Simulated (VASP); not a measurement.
A run of VASP 6.6.1 is set up as follows.

INCAR

```
ALGO = Normal
EDIFF = 1E-6
ENCUT = 520
GGA = PE
ISIF = 2
ISMEAR = -1
LASPH = True
LCHARG = False
LREAL = False
LWAVE = False
NBANDS = 8
NELM = 100
PREC = Accurate
SIGMA = 0.1
```

The input KPOINTS:

```
k-points
0
Gamma
  24 24 22
```

POSCAR

```
C
1.0
    1.8076123196      0.0000000000      0.0000000000
   -0.9038061598      1.5654381890      0.0000000000
    0.0000000000      0.0000000000      1.4992779272
C
1
Direct
    0.0000000000      0.0000000000      0.0000000000
```

Potentials or basis: VASP PAW PBE potentials, release 64 (C).

Launch:

```bash
$ cat potpaw_PBE.64/C/POTCAR > POTCAR
$ mpirun -np 1 vasp_std > vasp.out
```

(1) Predict the pressure.

(2) Predict the band gap on the k mesh.

## Answers

(1) 159.8 GPa.

(2) zero (band 2 reaches 26.76 eV, above the bottom of band 3 at 6.19 eV).
